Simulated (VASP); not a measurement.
Input of a VASP 6.6.1 run:

The input INCAR:

```
SYSTEM = CaB
PREC = Accurate ; ENCUT = 520
EDIFF = 1E-6 ; ISMEAR = 0
SIGMA = 0.01 ; LREAL = .FALSE.
LASPH = .TRUE. ; NELM = 60
ALGO = Normal ; ISIF = 2
LWAVE = .FALSE. ; LCHARG = .TRUE.
GGA = PE ; LELF = .TRUE.
LVHAR = .TRUE. ; NBANDS = 21
```

Contents of KPOINTS:

```
regular mesh
0
G
  10 10 8
  0 0 0
```

POSCAR

```
CaB
1.0
    4.4540345842     -2.1311427385     -0.0213655092
    4.4540345842      2.1311427385     -0.0213655092
   -3.8426119696      0.0000000000      4.6660460438
Ca B
2 2
Direct
    0.2521430271      0.2521430271      0.7492329178
    0.7478569729      0.7478569729      0.2507670822
    0.0064198022      0.0064198022      0.1326530013
    0.9935801978      0.9935801978      0.8673469987
```

Potentials or basis: VASP PAW PBE potentials, release 64 (Ca_sv, B).

Launch:

```console
$ cat potpaw_PBE.64/Ca_sv/POTCAR potpaw_PBE.64/B/POTCAR > POTCAR
$ mpirun -np 1 vasp_std > vasp.out
```

**Question.** Predict the largest force.

**Answer.** 0.023 eV/Å.

**Question.** Predict the pressure.

**Answer.** 0.1 GPa.

**Question.** What does it give for the band gap on the k mesh?

**Answer.** 0.08 eV (least direct gap 0.13 eV).

Forces on the atoms (eV/Å):
```
Ca  -0.005  0.000 -0.003
Ca   0.005  0.000  0.003
B   -0.015  0.000  0.018
B    0.015  0.000 -0.018
```

A k mesh can miss the band edges.
